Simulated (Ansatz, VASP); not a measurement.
**Two plane-wave programs on LiH**

Contents of POSCAR:

```
LiH
1.0
    2.5264292207      0.0000000000      0.0000000000
    0.0000000000      2.5264292207      0.0000000000
    0.0000000000      0.0000000000      2.5264292207
Li H
1 1
Direct
    0.0000000000      0.0000000000      0.0000000000
    0.5000000000      0.5000000000      0.5000000000
```

The input INCAR.step1:

```
PREC = Accurate
ENCUT = 520
ISMEAR = 0
SIGMA = 0.01
LREAL = F
LASPH = T
NELM = 60
NBANDS = 9
GGA = PE
ALGO = Normal
EDIFF = 1E-4
LWAVE = T
LCHARG = F
```

The input INCAR.step2:

```
PREC = Accurate
ENCUT = 520
EDIFF = 1E-7
ISMEAR = 0
SIGMA = 0.01
LREAL = F
LASPH = T
NELM = 60
ALGO = Normal
ISIF = 2
LWAVE = F
LCHARG = F
METAGGA = R2SCAN
LMIXTAU = T
NBANDS = 9
ISTART = 1
```

The input KPOINTS:

```
Automatic mesh
0
Gamma
  8 8 8
```

Input for Ansatz:

```yaml
crystal:
  lattice:
    - [2.5264292207, 0.0, 0.0]
    - [0.0, 2.5264292207, 0.0]
    - [0.0, 0.0, 2.5264292207]
  atoms:
    - { symbol: Li, position: [0.0, 0.0, 0.0] }
    - { symbol: H, position: [0.5, 0.5, 0.5] }
kpoints:
  mp_grid: { grid: [8, 8, 8] }
hamiltonian:
  xc: r2scan
scf:
  occupations: { method: fixed }
  n_extra_bands: 4
output:
  forces: true
  stress: true
  eigenvalues: true
```

Alike in both runs: task single point; functional r2SCAN; k mesh 8 × 8 × 8; no spin polarisation.

|  | VASP | Ansatz |
| --- | --- | --- |
| version | VASP 6.6.1 | Ansatz 0.2.0 |
| potentials or method | VASP PAW PBE potentials, release 64 (Li_sv, H) | plane waves, PAW |
| plane-wave cutoff (eV) | 520 | 500 |
| occupations | gaussian, width 0.01 eV | fixed |
| valence electrons in the cell | 4 | 4 |

|  | VASP | Ansatz | Ansatz less VASP |
| --- | --- | --- | --- |
| gap on the k mesh at the Fermi level (eV) | 1.30 | 1.13 | -0.165 |

VASP's potentials were made for PBE, not for r2SCAN.

Noted on VASP's run: the cutoff is short for stress, so the pressure is rough.
